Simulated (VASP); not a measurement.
# SiW16 (a cell with a defect) in VASP: single point with PBE

Aim: the single point of SiW16 (a cell with a defect) with PBE.

Everything below comes from runs of VASP 6.6.1. Logs are shortened: lines on timing, memory, paths and dates and some standing lists are left out, and cuts for length are marked.

## 1. The cell of the first run

The cell holds a defect, 17 atoms: a = 6.320 Å, b = 6.320 Å, c = 6.320 Å, α = 90.00°, β = 90.00°, γ = 90.00°.

## 2. Single point, PBE

INCAR reads:

```
PREC     = Accurate       # precision mode
ENCUT    = 520            # plane-wave cutoff, eV
EDIFF    = 1E-7           # SCF threshold, eV
ISMEAR   = -1             # smearing method
SIGMA    = 0.05           # smearing width, eV
LREAL    = Auto         
LASPH    = True           # aspherical terms in the spheres
NELM     = 80             # most SCF steps
ALGO     = Normal         # electronic algorithm
ISIF     = 2              # what is computed and relaxed
LWAVE    = False          # write WAVECAR
LCHARG   = False          # write CHGCAR
GGA      = PE             # functional
NBANDS   = 128            # bands
```

KPOINTS reads:

```
regular mesh
0
Gamma
  2 2 2
```

POSCAR reads:

```
SiW16
1.0
    6.3200000000      0.0000000000      0.0000000000
    0.0000000000      6.3200000000      0.0000000000
    0.0000000000      0.0000000000      6.3200000000
W Si
16 1
Direct
    0.0716970296      0.0000165453      0.0065702017
    0.4287572031      0.0000220168      0.0066296450
    0.0029056639      0.5000517582      0.0068942223
    0.0028994464      0.0000501608      0.5068406776
    0.2499293001      0.2646616935      0.2716384150
    0.4970776620      0.5000566502      0.0068701240
    0.4971086206      0.0000467034      0.5068853851
    0.7499713294      0.2599635180      0.2666890803
   -0.0008111976      0.5000965710      0.5069819093
    0.2499318927      0.7353970682      0.2716336791
    0.2499109941      0.2648271814      0.7420713395
    0.5010301014      0.5000912091      0.5069441474
    0.7499679792      0.7402217117      0.2666471311
    0.7499462952      0.2594982923      0.7475576039
    0.2499113839      0.7352933574      0.7420577164
    0.7499379668      0.7406946097      0.7476814180
    0.7502537292      0.0001546531      0.0076519045
```

Potentials or basis: VASP PAW PBE potentials, release 64 (W_sv, Si).

The run is started by

```bash
$ cat potpaw_PBE.64/W_sv/POTCAR potpaw_PBE.64/Si/POTCAR > POTCAR
$ mpirun -np 1 vasp_std > vasp.out
```

OUTCAR:

```text
PREC = Accurate
   ENCUT = 520
   EDIFF = 1E-7
   ISMEAR = -1
   LREAL = Auto
   LASPH = True
   NELM = 80
   ISIF = 2
   GGA = PE

 ion  position               nearest neighbor table
   1  0.072  0.000  0.007-  17 2.03   2 2.26  15 2.62  11 2.62  10 2.62   5 2.62  16 3.08  14 3.08
                            13 3.09   8 3.09   4 3.19   3 3.19   3 3.19   4 3.19
   2  0.429  0.000  0.007-  17 2.03   1 2.26  15 2.62  11 2.62  10 2.62   5 2.62  16 3.08  14 3.08
                            13 3.09   8 3.09   7 3.19   6 3.19   6 3.19   7 3.19
   3  0.003  0.500  0.007-  11 2.73  15 2.73  10 2.73   5 2.73  16 2.75  14 2.75   8 2.75  13 2.75
                             6 3.12   9 3.16   9 3.16   1 3.19   1 3.19   6 3.20
   4  0.003  0.000  0.507-   5 2.73  10 2.73  15 2.73  11 2.73  13 2.75   8 2.75  14 2.75  16 2.75
                             7 3.12   9 3.16   9 3.16   1 3.19   1 3.19   7 3.20
   5  0.250  0.265  0.272-   1 2.62   2 2.62   9 2.63  12 2.64   4 2.73   7 2.73   3 2.73   6 2.73
                            11 2.97  10 2.98   8 3.16   8 3.16  10 3.34  11 3.35
   6  0.497  0.500  0.007-  11 2.73  15 2.73  10 2.73   5 2.73  16 2.75  14 2.75   8 2.75  13 2.75
                             3 3.12  12 3.16  12 3.16   2 3.19   2 3.19   3 3.20
   7  0.497  0.000  0.507-   5 2.73  10 2.73  15 2.73  11 2.73  13 2.75  14 2.75  16 2.75   8 2.75
                             4 3.12  12 3.16  12 3.16   2 3.19   2 3.19   4 3.20
   8  0.750  0.260  0.267-  17 2.32  12 2.66   9 2.66   6 2.75   3 2.75   7 2.75   4 2.75  13 3.04
                            14 3.04   2 3.09   1 3.09   5 3.16   5 3.16  14 3.28  13 3.28
   9  0.999  0.500  0.507-  15 2.63  11 2.63  10 2.63   5 2.63   8 2.66  13 2.66  14 2.67  16 2.67
                            12 3.15   3 3.16   4 3.16   4 3.16   3 3.16  12 3.17
  10  0.250  0.735  0.272-   1 2.62   2 2.62   9 2.63  12 2.63   4 2.73   7 2.73   3 2.73   6 2.73
                            15 2.97   5 2.98  13 3.16  13 3.16   5 3.34  15 3.35
  11  0.250  0.265  0.742-   1 2.62   2 2.62   9 2.63  12 2.63   4 2.73   3 2.73   7 2.73   6 2.73
                             5 2.97  15 2.97  14 3.16  14 3.16  15 3.35   5 3.35
  12  0.501  0.500  0.507-  15 2.63  11 2.63  10 2.63   5 2.64   8 2.66  13 2.66  14 2.66  16 2.66
                             9 3.15   6 3.16   7 3.16   7 3.16   6 3.16   9 3.17
  13  0.750  0.740  0.267-  17 2.32  12 2.66   9 2.66   6 2.75   3 2.75   7 2.75   4 2.75   8 3.04
                            16 3.04   2 3.09   1 3.09  10 3.16  10 3.16  16 3.28   8 3.28
  14  0.750  0.259  0.748-  17 2.32  12 2.66   9 2.67   6 2.75   3 2.75   7 2.75   4 2.75   8 3.04
                            16 3.04   2 3.08   1 3.08  11 3.16  11 3.16  16 3.28   8 3.28
  15  0.250  0.735  0.742-   1 2.62   2 2.62   9 2.63  12 2.63   4 2.73   3 2.73   7 2.73   6 2.73
                            10 2.97  11 2.97  16 3.16  16 3.16  11 3.35  10 3.35
  16  0.750  0.741  0.748-  17 2.32  12 2.66   9 2.67   6 2.75   3 2.75   7 2.75   4 2.75  13 3.04
                            14 3.04   2 3.08   1 3.08  15 3.16  15 3.16  14 3.28  13 3.28
  17  0.750  0.000  0.008-   1 2.03   2 2.03   8 2.32  13 2.32  16 2.32  14 2.32

  LATTYP: Found a simple cubic cell.
 ALAT       =     6.3200000000

  Lattice vectors:

 A1 = (   6.3200000000,   0.0000000000,   0.0000000000)
[... 161 lines left out ...]
     AMIX     =   0.40;   BMIX     =  1.00
     AMIX_MAG =   1.60;   BMIX_MAG =  1.00
  volume/ion in A,a.u.               =      14.85       100.21
  Fermi-wavevector in a.u.,A,eV,Ry     =   1.582472  2.990438 34.071949  2.504218
  Thomas-Fermi vector in A             =   2.682390
   LORBIT       =      0    0 simple, 1 ext, 2 COOP (PROOUT), +10 PAW based schemes
   GGA     = PE    functional components
   LHFCALC =     F    Hartree Fock is set to
   AEXX    =    0.0000 exact exchange contribution
   IVDW    =     0    specifies the selected vdW correction
   LEPSILON=     F    determine dielectric tensor
   LRPA    =     F    only Hartree local field effects (RPA)
 non-spin polarized calculation
  energy-cutoff  :      520.00
  volume of cell :      252.44
 maximum number of plane-waves:      6859
 NGX is ok and might be reduce to    48
   NGX = 23   NGY = 23   NGZ = 23

 number of electron     227.9999992 magnetization

 Free energy of the ion-electron system (eV)
  ---------------------------------------------------
  ext. energy  EPLUGINS =         0.00000000
  ---------------------------------------------------
  free energy    TOTEN  =      -203.51491564 eV

  energy without entropy =     -203.46356971  energy(sigma->0) =     -203.48924267

 E-fermi :  12.0382     XC(G=0): -13.8111

 val. band max:       11.9910694863   @ k =   0.5000   0.0000   0.5000
 cond. band min:      12.0956795669   @ k =   0.0000   0.0000   0.0000
 fundamental gap:      0.1046100806
 Fermi energy:        12.0382132791

 k-point     1 :       0.0000    0.0000    0.0000
  band No.  band energies     occupation
      1     -61.9384      2.00000
      2     -61.8759      2.00000
      3     -61.8669      2.00000
      4     -61.8663      2.00000
      5     -61.8022      2.00000
      6     -61.8012      2.00000
[... 1021 lines left out ...]
    125      14.3046      0.00000
    126      14.4000      0.00000
 [bands above 126 left out]

------------------------ aborting loop because EDIFF is reached ----------------------------------------

  FORCE on cell =-STRESS in cart. coord.  units (eV):
  Direction    XX          YY          ZZ          XY          YZ          ZX
  --------------------------------------------------------------------------------------
  -------------------------------------------------------------------------------------
  Total       79.7006011     40.4695000     40.4562163      0.0005879      0.0056346     -0.0051461
  in kB      505.8490569    256.8545046    256.7701949      0.0037313      0.0357621     -0.0326616
  external PRESSURE =     339.8245855 kB  Pullay stress =       0.0000000 kB

 VOLUME and BASIS-vectors are now :
 -----------------------------------------------------------------------------
  energy-cutoff  :      520.00
  volume of cell :      252.44
      direct lattice vectors                 reciprocal lattice vectors
     6.320000000  0.000000000  0.000000000     0.158227848  0.000000000  0.000000000
     0.000000000  6.320000000  0.000000000     0.000000000  0.158227848  0.000000000
     0.000000000  0.000000000  6.320000000     0.000000000  0.000000000  0.158227848

 POSITION                                       TOTAL-FORCE (eV/Angst)
 -----------------------------------------------------------------------------------
      0.45313      0.00010      0.04152        -0.341702      0.001179      0.004475
      2.70975      0.00014      0.04190         0.317519      0.001326      0.002702
      0.01836      3.16033      0.04357         0.017032     -0.000373      0.004233
      0.01832      0.00032      3.20323         0.005088      0.001526      0.005391
      1.57955      1.67266      1.71675         0.018003      0.031845      0.016677
      3.14153      3.16036      0.04342        -0.021123     -0.001019      0.005804
[... 9 lines left out ...]
      4.73961      4.68119      4.72535         0.003104      0.052569      0.038758
      4.74160      0.00098      0.04836        -0.010230      0.002764     -0.001796
 -----------------------------------------------------------------------------------
    total drift:                                0.000933     -0.002393     -0.019061

  FREE ENERGIE OF THE ION-ELECTRON SYSTEM (eV)
  ---------------------------------------------------
  free  energy   TOTEN  =      -203.5149156414 eV

  energy  without entropy=     -203.4635697064  energy(sigma->0) =     -203.48924267
```

OSZICAR:

```text
N       E                     dE             d eps       ncg     rms          rms(c)
DAV:   1     0.356410490699E+04    0.35641E+04   -0.12850E+05  2048   0.213E+03
DAV:   2     0.105334080173E+03   -0.34588E+04   -0.34016E+04  2048   0.720E+02
DAV:   3    -0.195481224264E+03   -0.30082E+03   -0.28573E+03  2368   0.181E+02
[... 10 lines left out ...]
DAV:  14    -0.203514916197E+03    0.39517E-05   -0.14276E-04  2480   0.678E-02    0.340E-02
DAV:  15    -0.203514915796E+03    0.40021E-06   -0.34396E-05  2688   0.288E-02    0.809E-03
DAV:  16    -0.203514916329E+03   -0.53297E-06   -0.61946E-06  2592   0.124E-02    0.612E-03
DAV:  17    -0.203514915979E+03    0.35056E-06   -0.11926E-06  2408   0.589E-03    0.307E-03
DAV:  18    -0.203514915588E+03    0.39108E-06   -0.23943E-07  1712   0.239E-03    0.704E-04
DAV:  19    -0.203514915641E+03   -0.53606E-07   -0.34877E-08  1312   0.110E-03
   1 F= -.20351492E+03 E0= -.20348924E+03  d E =-.513459E-01
```

stdout:

```text
POSCAR found type information on POSCAR W Si
 POSCAR found :  2 types and      17 ions
 scaLAPACK will be used
 LDA part: xc-table for (Slater+PW92), standard interpolation
 POSCAR, INCAR and KPOINTS ok, starting setup
 FFT: planning ... GRIDC
 FFT: planning ... GRID_SOFT
 FFT: planning ... GRID
 WAVECAR not read
 entering main loop
```

Run time: 15 min. Hardware: 1 thread of Intel Xeon Platinum 8375C at 2.90GHz (Ice Lake), shared host; peak memory 0.42 GiB.

What came out:

```yaml
Free_energy: -203.5149 eV
Pressure: 34.0 GPa
Largest_force: 0.342 eV/Å
Band_gap_on_the_k_mesh: zero (bands 114 and 115 overlap by 1.55 eV)
```

Forces in eV/Å, atoms in the order of the input:
```
W   -0.342  0.001  0.004
W    0.318  0.001  0.003
W    0.017  0.000  0.004
W    0.005  0.002  0.005
W    0.018  0.032  0.017
W   -0.021 -0.001  0.006
W   -0.011  0.002  0.001
W    0.003 -0.073 -0.058
W   -0.005 -0.004  0.000
W    0.018 -0.027  0.016
W    0.020  0.030 -0.017
W   -0.038 -0.003  0.006
W    0.003  0.073 -0.057
W    0.003 -0.058  0.049
W    0.020 -0.030 -0.017
W    0.003  0.053  0.039
Si  -0.010  0.003 -0.002
```

Stress tensor (GPa, compression positive):
```
50.58  0.00  0.00
 0.00 25.69  0.00
 0.00  0.00 25.68
```

Caveat: the k points lie up to 0.50 Å⁻¹ apart, too coarse for converged energies and pressures of a metal; spin-orbit coupling is left out, which moves the levels of the heavy elements.

The gap in the log of VASP goes by the Fermi energy; the results here count the filled bands.